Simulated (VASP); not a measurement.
ZrC, 24 atoms in the cell. The cell holds a slab with vacuum, 24 atoms: a = 6.609 Å, b = 6.609 Å, c = 20.673 Å, α = 90.00°, β = 90.00°, γ = 90.00°. 

* Program: VASP 6.6.1
* Task: single point
* Functional: PBE
* Dispersion: D3(BJ)
* Potentials or basis: VASP PAW PBE potentials, release 64 (Zr_sv, C)
* Cutoff: 520 eV
* k mesh: 3 × 3 × 1
* Occupations: gaussian, width 0.1 eV
* Spin: no spin polarisation
* Dipole correction: yes
* Further INCAR settings: LREAL = Auto; ALGO = Normal; EDIFF = 1e-06; NBANDS = 114

Potentials or basis: VASP PAW PBE potentials, release 64 (Zr_sv, C).

The run is started by

```sh
$ cat potpaw_PBE.64/Zr_sv/POTCAR potpaw_PBE.64/C/POTCAR > POTCAR
$ mpirun -np 1 vasp_std > vasp.out
```

Hardware: 1 thread of Intel(R) Xeon(R) Platinum 8259CL CPU @ 2.50GHz (Skylake/Cascade Lake), on a shared host.

Task: Estimate the wall time of this run.

Result: Wall time 14 min on 1 thread of Intel(R) Xeon(R) Platinum 8259CL CPU @ 2.50GHz (Skylake/Cascade Lake), with other jobs on the host, peak memory 0.85 GiB. Counts: scf iterations 27, k points 3.
